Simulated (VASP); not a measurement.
# Mo (I4/mmm) in VASP: a series of runs, part 2 of 2

VASP 6.6.1. The steps go on from the part before.

### Step 3. Single point, r2SCAN (strain +0.050 along x and y, +0.000 along z)

Input file POSCAR:

```
Mo
1.0
    0.0000000000      2.1157500000      2.0150000000
    2.1157500000      0.0000000000      2.0150000000
    2.1157500000      2.1157500000      0.0000000000
Mo
1
Direct
    0.0000000000      0.0000000000      0.0000000000
```

Input file INCAR.step1:

```
  PREC = Accurate
  ENCUT = 520
  ISMEAR = 0
  SIGMA = 0.15
  LREAL = F
  LASPH = T
  NELM = 60
  NBANDS = 13
  GGA = PE
  ALGO = Normal
  EDIFF = 1E-4
  LWAVE = T
  LCHARG = F
```

Input file INCAR.step2:

```
  PREC = Accurate
  ENCUT = 520
  EDIFF = 1E-6
  ISMEAR = 0
  SIGMA = 0.15
  LREAL = F
  LASPH = T
  NELM = 60
  ALGO = Normal
  ISIF = 2
  LWAVE = F
  LCHARG = F
  METAGGA = R2SCAN
  LMIXTAU = T
  NBANDS = 13
  ISTART = 1
```

Input file KPOINTS:

```
Automatic mesh
0
Gamma
  20 20 20
```

Potentials or basis: VASP PAW PBE potentials, release 64 (Mo_sv).

Launch:

```console
> cat potpaw_PBE.64/Mo_sv/POTCAR > POTCAR
> cp INCAR.step1 INCAR
> mpirun -np 1 vasp_std > vasp.out
> cp INCAR.step2 INCAR
> mpirun -np 1 vasp_std > vasp.out
```

OUTCAR:

```text
PREC = Accurate
   ENCUT = 520
   EDIFF = 1E-6
   ISMEAR = 0
   LREAL = F
   LASPH = T
   NELM = 60
   ISIF = 2
   METAGGA = R2SCAN
   ISTART = 1

 ion  position               nearest neighbor table
   1  0.000  0.000  0.000-

  LATTYP: Found a body centered tetragonal cell.
 ALAT       =     2.9921223446
 C/A-ratio  =     1.3468700594

  Lattice vectors:

 A1 = (   0.0000000000,  -2.1157500000,  -2.0150000000)
 A2 = (   0.0000000000,   2.1157500000,  -2.0150000000)
 A3 = (   2.1157500000,   0.0000000000,   2.0150000000)

Analysis of symmetry for initial positions (statically):
=====================================================================
 Subroutine PRICEL returns:
 Original cell was already a primitive cell.

 Routine SETGRP: Setting up the symmetry group for a
 body centered tetragonal supercell.

 Subroutine GETGRP returns: Found 16 space group operations
 (whereof 16 operations were pure point group operations)
 out of a pool of 16 trial point group operations.

The static configuration has the point symmetry D_4h.

[... 161 lines left out ...]
 val. band max:       10.0664514506   @ k =  -0.4000   0.0500   0.1500
 cond. band min:      10.0698574753   @ k =  -0.2000   0.1000   0.0500
 fundamental gap:      0.0034060246
 Fermi energy:        10.0691624929

 k-point     1 :       0.0000    0.0000    0.0000
  band No.  band energies     occupation
      1     -52.7577      2.00000
      2     -25.5417      2.00000
      3     -25.5417      2.00000
      4     -25.5115      2.00000
      5       3.2314      2.00000
      6       9.2146      2.00000
      7       9.2146      2.00000
      8       9.7986      1.98926
      9      11.4873      0.00000
     10      12.2202      0.00000
     11      23.5357      0.00000
     12      28.1540      0.00000
     13      28.1540      0.00000
[... 354 lines left out ...]
  band No.  band energies     occupation
      1     -52.6294      2.00000
      2     -26.3209      2.00000
      3     -25.6685      2.00000
      4     -25.6283      2.00000
      5       5.7615      2.00000
      6       9.2573      2.00000
      7       9.5612      2.00000
      8       9.8139      1.98389
      9      12.6708      0.00000
     10      13.2441      0.00000
     11      21.7264      0.00000
     12      24.4079      0.00000
     13      29.9819      0.00000

 [... further k-points ...]
[... 5 lines left out ...]
  --------------------------------------------------------------------------------------
  -------------------------------------------------------------------------------------
  Total       -2.3188013     -2.3188013     -3.5745953      0.0000000     -0.0000000      0.0000000
  in kB     -205.9398376   -205.9398376   -317.4707494      0.0000000     -0.0000000      0.0000000
  external PRESSURE =    -243.1168082 kB  Pullay stress =       0.0000000 kB

 VOLUME and BASIS-vectors are now :
 -----------------------------------------------------------------------------
  energy-cutoff  :      520.00
  volume of cell :       18.04
      direct lattice vectors                 reciprocal lattice vectors
     0.000000000  2.115750000  2.015000000    -0.236322817  0.236322817  0.248138958
     2.115750000  0.000000000  2.015000000     0.236322817 -0.236322817  0.248138958
     2.115750000  2.115750000  0.000000000     0.236322817  0.236322817 -0.248138958

 POSITION                                       TOTAL-FORCE (eV/Angst)
 -----------------------------------------------------------------------------------
      0.00000      0.00000      0.00000        -0.000000      0.000000      0.000000
 -----------------------------------------------------------------------------------
    total drift:                                0.000000      0.000000      0.000000

  FREE ENERGIE OF THE ION-ELECTRON SYSTEM (eV)
  ---------------------------------------------------
  free  energy   TOTEN  =       -25.4452894850 eV

  energy  without entropy=      -25.4289614037  energy(sigma->0) =      -25.43712544
```

OUTCAR.step1:

```text
PREC = Accurate
   ENCUT = 520
   ISMEAR = 0
   LREAL = F
   LASPH = T
[... 601 lines left out ...]

 POSITION                                       TOTAL-FORCE (eV/Angst)
 -----------------------------------------------------------------------------------
      0.00000      0.00000      0.00000         0.000000     -0.000000     -0.000000
 -----------------------------------------------------------------------------------
    total drift:                               -0.000000      0.000000      0.000000

  FREE ENERGIE OF THE ION-ELECTRON SYSTEM (eV)
  ---------------------------------------------------
  free  energy   TOTEN  =       -10.3885676596 eV

  energy  without entropy=      -10.3713700471  energy(sigma->0) =      -10.37996885
```

It took 4.8 min on 1 thread of Intel Xeon Platinum 8488C (Sapphire Rapids), shared host; peak memory 0.26 GiB.

Results:

- Free energy: -25.4453 eV
- Pressure: -24.3 GPa
- Band gap on the k mesh: zero (band 7 reaches 13.57 eV, above the bottom of band 8 at 9.49 eV)

Stress tensor (GPa, compression positive):
```
-20.59   0.00   0.00
  0.00 -20.59   0.00
  0.00   0.00 -31.75
```

Levels at points of the mesh, in eV from the Fermi level:
```tsv
k point	band 4	band 5	band 6	band 7	band 8	band 9	band 10	band 11
(0.00, 0.00, 0.00)	-35.58	-6.84	-0.85	-0.85	-0.27	1.42	2.15	13.47
(0.50, 0.00, 0.00)	-35.69	-4.39	-1.07	-0.41	1.05	3.37	3.65	9.91
(0.50, 0.50, 0.00)	-36.00	-4.45	-3.95	3.50	3.96	3.96	4.03	11.57
(0.50, 0.00, 0.50)	-35.88	-4.48	-3.89	3.08	3.54	3.72	4.16	12.05
```

Caveat: the cell differs from its parent crystal (strain +0.050 along x and y, +0.000 along z); the PAW data sets were made with another functional, which shifts forces and pressure a little.
